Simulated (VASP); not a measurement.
Input of a VASP 6.6.1 run:

File INCAR:

```
PREC = Accurate
ENCUT = 520
EDIFF = 1E-6
ISMEAR = 1
SIGMA = 0.1
LREAL = Auto
LASPH = T
NELM = 100
ALGO = Normal
ISIF = 2
LWAVE = F
LCHARG = F
GGA = PE
NBANDS = 74
```

KPOINTS

```
regular mesh
0
Gamma
  3 3 3
```

File POSCAR:

```
Al8Ru7
1.0
    6.0068828300      0.0000000000      0.0000000000
    0.0000000000      6.0068828300      0.0000000000
    0.0000000000      0.0000000000      6.0068828300
Al Ru
8 7
Direct
    0.0084587966      0.0059866325      0.0009274361
   -0.0204518722     -0.0233194161      0.5001642424
    0.0085097382      0.4908028146      0.0013437918
   -0.0205982043      0.5197792413      0.4997513827
    0.4933369077      0.0059501743      0.0006359372
    0.5219713933     -0.0228181577      0.5003347135
    0.4932516721      0.4908098066      0.0011283723
    0.5226699253      0.5197840691      0.5000272329
    0.2504203998      0.2491796565      0.3661334942
    0.2507986326      0.7492202074      0.2483745800
    0.2508563997      0.7474062883      0.7491331407
    0.7504188325      0.2485616987      0.2483910611
    0.7514591391      0.2484453322      0.7491188237
    0.7507169904      0.7486716700      0.2333335009
    0.7509447292      0.7482707966      0.7632028341
```

Potentials or basis: VASP PAW PBE potentials, release 64 (Al, Ru_pv).

Run with:

```sh
$ cat potpaw_PBE.64/Al/POTCAR potpaw_PBE.64/Ru_pv/POTCAR > POTCAR
$ mpirun -np 1 vasp_std > vasp.out
```

Task: Predict the band gap on the k mesh.

Result: Zero (bands 61 and 62 overlap by 0.46 eV).

Task: What does it give for the pressure?

Result: -0.3 GPa.

Task: What does it give for the largest force?

Result: 2.251 eV/Å.

Forces on the atoms (eV/Å):
```
Al   0.044  0.045  0.181
Al   0.123  0.147  0.168
Al   0.042 -0.043  0.188
Al   0.102 -0.098  0.177
Al  -0.046  0.045  0.180
Al  -0.121  0.130  0.172
Al  -0.042 -0.043  0.182
Al  -0.140 -0.115  0.168
Ru   0.024 -0.040 -2.251
Ru   0.010 -0.016  0.095
Ru   0.003  0.013  0.191
Ru   0.008 -0.019  0.093
Ru  -0.007 -0.006  0.192
Ru  -0.001  0.001  0.121
Ru   0.000  0.002  0.142
```
